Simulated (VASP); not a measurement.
**MgO (Periclase): single point with PBEsol**

The system is MgO (Periclase).

```
Mg O
1.0
     0.00000    2.02720    2.02720
     2.02720    0.00000    2.02720
     2.02720    2.02720    0.00000
Mg O
1 1
Direct
  0.00000 0.00000 0.00000
  0.50000 0.50000 0.50000
```

| Quantity | Value |
| --- | --- |
| Program | VASP 6.6.1 |
| Task | single point |
| Functional | PBEsol |
| Potentials or basis | VASP PAW PBE potentials, release 64 (Mg, O) |
| Cutoff | 600 eV |
| k mesh | 10 × 10 × 10 |
| Occupations | gaussian, width 0.02 eV |
| Spin | no spin polarisation |

```json
{
  "Pressure": "22.7 GPa",
  "Band gap on the k mesh": "5.82 eV, direct"
}
```

Levels at points of the mesh, in eV from the valence-band top:
| k point | band 1 | band 2 | band 3 | band 4 | band 5 | band 6 | band 7 | band 8 |
| --- | --- | --- | --- | --- | --- | --- | --- | --- |
| (0.00, 0.00, 0.00) | -17.84 | 0.00 | 0.00 | 0.00 | 5.82 | 16.26 | 16.26 | 16.26 |
| (0.50, 0.00, 0.00) | -16.21 | -5.22 | -0.81 | -0.81 | 8.49 | 13.82 | 17.38 | 17.38 |
| (0.50, 0.50, 0.00) | -15.91 | -4.64 | -1.53 | -1.53 | 9.02 | 11.17 | 14.23 | 20.65 |

Run time: 8.4 s on 1 thread of Intel Xeon 6455B, on a shared host, peak memory 0.14 GiB.

Caveat: the PAW data sets were made with another functional, which shifts forces and pressure a little. Expect the measured gap to be larger: semilocal functionals such as PBEsol lack the derivative discontinuity.
